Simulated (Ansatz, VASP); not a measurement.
**One calculation of GaSb, two programs**

```
CELL_PARAMETERS angstrom
-2.75343 2.75343 1.59071
2.75343 -2.75343 1.59071
2.75343 2.75343 -1.59071
ATOMIC_POSITIONS crystal
Ga 0.25000 0.75000 0.50000
Sb 0.00000 0.00000 0.00000
```

Alike in both runs: task relaxation of cell and atoms; functional PBEsol; dispersion D3(BJ); k mesh 8 × 8 × 8; occupations fermi-dirac, width 0.1 eV; no spin polarisation.

|  | VASP | Ansatz |
| --- | --- | --- |
| version | VASP 6.6.1 | Ansatz 0.2.0 |
| potentials or method | VASP PAW PBE potentials, release 64 (Ga_d, Sb) | plane waves, PAW |
| plane-wave cutoff (eV) | 500 | 420 |
| valence electrons in the cell | 18 | 28 |

Ansatz gave:

* relaxed volume (Å³/atom): 21.82
* relaxed cell length with the largest relative difference (Å): 4.071

Which values does VASP return?

Relaxed volume (Å³/atom): 21.84; relaxed cell length with the largest relative difference (Å): 4.073.

VASP's potentials were made for PBE, not for PBEsol. VASP's potentials hold 18 valence electrons a cell and Ansatz's 28, so a difference there can come from the potentials and not from the codes.

Neither program's run includes spin-orbit coupling.
